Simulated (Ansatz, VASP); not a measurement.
**K: VASP beside Ansatz**

```
CELL_PARAMETERS angstrom
0.00000 3.37307 3.37307
3.37307 0.00000 3.37307
3.37307 3.37307 0.00000
ATOMIC_POSITIONS crystal
K 0.00000 0.00000 0.00000
```

Alike in both runs: functional r2SCAN; k mesh 12 × 12 × 12; occupations gaussian, width 0.1 eV; no spin polarisation.

Ansatz relaxed the structure, and its values are those at the end. VASP's run is a single point on that final structure, the one shown.

```csv
,VASP,Ansatz
version,VASP 6.6.1,Ansatz 0.2.0
potentials or method,"VASP PAW PBE potentials, release 64 (K_sv), cutoff 520 eV","scalar-relativistic, plane waves, PAW"
valence electrons in the cell,9,9
```

|  | VASP | Ansatz | Ansatz less VASP |
| --- | --- | --- | --- |
| gap on the k mesh at the Fermi level (eV) | none | none | - |
| pressure (GPa) | 0.0 | 0.0 | +0.02 |

VASP's potentials were made for PBE, not for r2SCAN. A gap of «none» marks a metal or a gap that the smearing closes. The functional is the same, so the differences come from potentials, cutoffs and numerics.
